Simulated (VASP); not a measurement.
# Pd in VASP: further runs, part 2 of 2

VASP 6.6.1.

**3. Single point, PBE**

This run uses another cell than the first one, of 38.57 Å³/atom, 0.746 times its volume.

INCAR

```
SYSTEM = Pd
PREC     = Accurate       ! precision mode
ENCUT    = 400            ! plane-wave cutoff, eV
EDIFF    = 1E-6           ! SCF threshold, eV
ISMEAR   = -1             ! smearing method
SIGMA    = 0.05           ! smearing width, eV
LREAL    = .False.        ! projectors in reciprocal space
LASPH    = .True.         ! aspherical terms in the spheres
NELM     = 120            ! most SCF steps
ALGO     = Normal         ! electronic algorithm
ISIF     = 2              ! what is computed and relaxed
LWAVE    = .False.        ! write WAVECAR
LCHARG   = .True.         ! write CHGCAR
LDIPOL   = .True.       
IDIPOL   = 3            
DIPOL    = 0.5 0.5 0.500
GGA      = PE             ! functional
LELF     = .True.         ! ELF
LVHAR    = .True.       
LVACPOTAV= .True.       
NBANDS   = 22             ! bands
GGA_COMPAT= .False.      
NELMDL   = -8
```

KPOINTS

```
regular mesh
0
Gamma
  12 12 1
  0 0 0
```

POSCAR

```
Pd
1.0
    2.7888697467      0.0000000000      0.0000000000
    0.0000000000      2.7888697467      0.0000000000
    0.0000000000      0.0000000000     14.8772000000
Pd
3
Direct
    0.0000000000      0.0000000000      0.3696933096
    0.5000000000      0.5000000000      0.4999999962
    0.0000000000      0.0000000000      0.6303066904
```

Potentials or basis: VASP PAW PBE potentials, release 64 (Pd).

Started as:

```console
cat potpaw_PBE.64/Pd/POTCAR > POTCAR
mpirun -np 1 vasp_std > vasp.out
```

OUTCAR:

```text
SYSTEM = Pd
   PREC = Accurate
   ENCUT = 400
   EDIFF = 1E-6
   ISMEAR = -1
   LREAL = .False.
   LASPH = .True.
   NELM = 120
   ISIF = 2
   GGA = PE
   NELMDL = -8

 ion  position               nearest neighbor table
   1  0.000  0.000  0.370-   2 2.77   2 2.77   2 2.77   2 2.77
   2  0.500  0.500  0.500-   1 2.77   1 2.77   1 2.77   1 2.77   3 2.77   3 2.77   3 2.77   3 2.77

   3  0.000  0.000  0.630-   2 2.77   2 2.77   2 2.77   2 2.77

  LATTYP: Found a simple tetragonal cell.
 ALAT       =     2.7888697467
 C/A-ratio  =     5.3344907978

  Lattice vectors:

 A1 = (   2.7888697467,   0.0000000000,   0.0000000000)
 A2 = (   0.0000000000,   2.7888697467,   0.0000000000)
 A3 = (   0.0000000000,   0.0000000000,  14.8772000000)

Analysis of symmetry for initial positions (statically):
=====================================================================
 Subroutine PRICEL returns:
 Original cell was already a primitive cell.

 Routine SETGRP: Setting up the symmetry group for a
 simple tetragonal supercell.

 Subroutine GETGRP returns: Found 16 space group operations
 (whereof 16 operations were pure point group operations)
 out of a pool of 16 trial point group operations.

The static configuration has the point symmetry D_4h.

Analysis of symmetry for dynamics (positions and initial velocities):
=====================================================================
 Subroutine PRICEL returns:
 Original cell was already a primitive cell.

 Routine SETGRP: Setting up the symmetry group for a
 simple tetragonal supercell.

 Subroutine GETGRP returns: Found 16 space group operations
 (whereof 16 operations were pure point group operations)
 out of a pool of 16 trial point group operations.

The dynamic configuration has the point symmetry D_4h.

 Subroutine INISYM returns: Found 16 space group operations
[... 109 lines left out ...]
   PSTRESS=    0.0 pullay stress
   NELECT =      30.0000    total number of electrons
   NUPDOWN=      -1.0000    fix difference up-down
   EMIN   =  10.00;   EMAX   =-10.00  energy-range for DOS
   EFERMI =   0.00;   METHOD = LEGACY
   ISMEAR =    -1;   SIGMA  =   0.05  broadening in eV -4-tet -1-fermi 0-gaus
   EFERMI_NEDOS =   21; number of points for ismear=-14 and -15
   IALGO  =     38    algorithm
   IMIX   =      4    mixing-type and parameters
     AMIX     =   0.40;   BMIX     =  1.00
     AMIX_MAG =   1.60;   BMIX_MAG =  1.00
  volume/ion in A,a.u.               =      38.57       260.29
  Fermi-wavevector in a.u.,A,eV,Ry     =   1.043893  1.972672 14.826443  1.089713
  Thomas-Fermi vector in A             =   2.178622
   LORBIT       =      0    0 simple, 1 ext, 2 COOP (PROOUT), +10 PAW based schemes
   GGA     = PE    functional components
   LHFCALC =     F    Hartree Fock is set to
   AEXX    =    0.0000 exact exchange contribution
   IVDW    =     0    specifies the selected vdW correction
   LEPSILON=     F    determine dielectric tensor
   LRPA    =     F    only Hartree local field effects (RPA)
 non-spin polarized calculation
  energy-cutoff  :      400.00
  volume of cell :      115.71
 maximum number of plane-waves:      2149
   NGX =  9   NGY =  9   NGZ = 49

 number of electron      30.0000017 magnetization

 dipolmoment           0.000000      0.000000      0.000000 electrons x Angstroem

 Free energy of the ion-electron system (eV)
  ---------------------------------------------------
  ext. energy  EPLUGINS =         0.00000000
  ---------------------------------------------------
  free energy    TOTEN  =       -14.19204197 eV

  energy without entropy =      -14.12903644  energy(sigma->0) =      -14.16053920

 E-fermi :   0.5830     XC(G=0):  -6.3007

 val. band max:        0.5822323035   @ k =   0.1667   0.1667   0.0000
 cond. band min:       0.5929766028   @ k =   0.5000   0.1667   0.0000
 fundamental gap:      0.0107442992
 Fermi energy:         0.5830464166

 k-point     1 :       0.0000    0.0000    0.0000
  band No.  band energies     occupation
      1      -5.3183      2.00000
      2      -3.9646      2.00000
      3      -3.8437      2.00000
      4      -3.5772      2.00000
      5      -2.9360      2.00000
      6      -2.1969      2.00000
[... 589 lines left out ...]
     21      10.1112      0.00000
     22      10.7994      0.00000

 [... further k-points ...]
[... 5 lines left out ...]
  --------------------------------------------------------------------------------------
  -------------------------------------------------------------------------------------
  Total       -2.1469772     -2.1469772     -0.2116771      0.0000000      0.0000000      0.0000000
  in kB      -29.7276338    -29.7276338     -2.9309387      0.0000000      0.0000000      0.0000000
  external PRESSURE =     -20.7954021 kB  Pullay stress =       0.0000000 kB

 VOLUME and BASIS-vectors are now :
 -----------------------------------------------------------------------------
  energy-cutoff  :      400.00
  volume of cell :      115.71
      direct lattice vectors                 reciprocal lattice vectors
     2.788869747  0.000000000  0.000000000     0.358568198  0.000000000  0.000000000
     0.000000000  2.788869747  0.000000000     0.000000000  0.358568198  0.000000000
     0.000000000  0.000000000 14.877200000     0.000000000  0.000000000  0.067216949

 POSITION                                       TOTAL-FORCE (eV/Angst)
 -----------------------------------------------------------------------------------
      0.00000      0.00000      5.50000         0.000000      0.000000      0.013782
      1.39443      1.39443      7.43860         0.000000      0.000000      0.000000
      0.00000      0.00000      9.37720         0.000000     -0.000000     -0.013782
 -----------------------------------------------------------------------------------
    total drift:                                0.000000      0.000000      0.000050

  FREE ENERGIE OF THE ION-ELECTRON SYSTEM (eV)
  ---------------------------------------------------
  free  energy   TOTEN  =       -14.1920419663 eV

  energy  without entropy=      -14.1290364370  energy(sigma->0) =      -14.16053920

 vacuum level on the upper side and lower side of the slab         5.679         5.679
```

OSZICAR:

```text
N       E                     dE             d eps       ncg     rms          rms(c)
DAV:   1     0.150808877029E+03    0.15081E+03   -0.11936E+04  1240   0.952E+02
DAV:   2    -0.104808806700E+02   -0.16129E+03   -0.14866E+03  1404   0.228E+02
DAV:   3    -0.148390264070E+02   -0.43581E+01   -0.42601E+01  1424   0.402E+01
[... 14 lines left out ...]
DAV:  18    -0.141919185971E+02   -0.12259E-03   -0.64140E-06  1264   0.200E-02    0.515E-03
DAV:  19    -0.141920207278E+02   -0.10213E-03   -0.54256E-06  1190   0.148E-02    0.283E-03
DAV:  20    -0.141920390471E+02   -0.18319E-04   -0.89591E-07  1000   0.592E-03    0.672E-04
DAV:  21    -0.141920409724E+02   -0.19253E-05   -0.88501E-08   898   0.160E-03    0.298E-04
DAV:  22    -0.141920419663E+02   -0.99397E-06   -0.54885E-08   850   0.866E-04
   1 F= -.14192042E+02 E0= -.14160539E+02  d E =-.630055E-01
```

It took 89 s on 1 thread of Intel Xeon Platinum 8488C (Sapphire Rapids), shared host; peak memory 0.19 GiB.

What came out:

```
Free energy            : -14.1920 eV
Largest force          : 0.014 eV/Å
Band gap on the k mesh : zero (band 15 reaches 1.12 eV, above the bottom of band 16 at 0.41 eV)
```

Forces on the atoms (eV/Å):
```
Pd   0.000  0.000  0.014
Pd   0.000  0.000  0.000
Pd   0.000  0.000 -0.014
```

Levels at points of the mesh, in eV from the Fermi level:
| k point | band 11 | band 12 | band 13 | band 14 | band 15 | band 16 | band 17 | band 18 | band 19 | band 20 |
| --- | --- | --- | --- | --- | --- | --- | --- | --- | --- | --- |
| (0.00, 0.00, 0.00) | -0.92 | -0.92 | -0.89 | -0.31 | 0.01 | 0.06 | 0.06 | 0.68 | 2.67 | 4.87 |
| (0.50, 0.00, 0.00) | -1.07 | -0.70 | -0.28 | -0.25 | -0.03 | 1.81 | 2.21 | 2.33 | 5.05 | 5.34 |
| (0.50, 0.50, 0.00) | -0.43 | -0.16 | 0.30 | 0.54 | 0.54 | 4.77 | 4.77 | 7.86 | 7.86 | 10.20 |
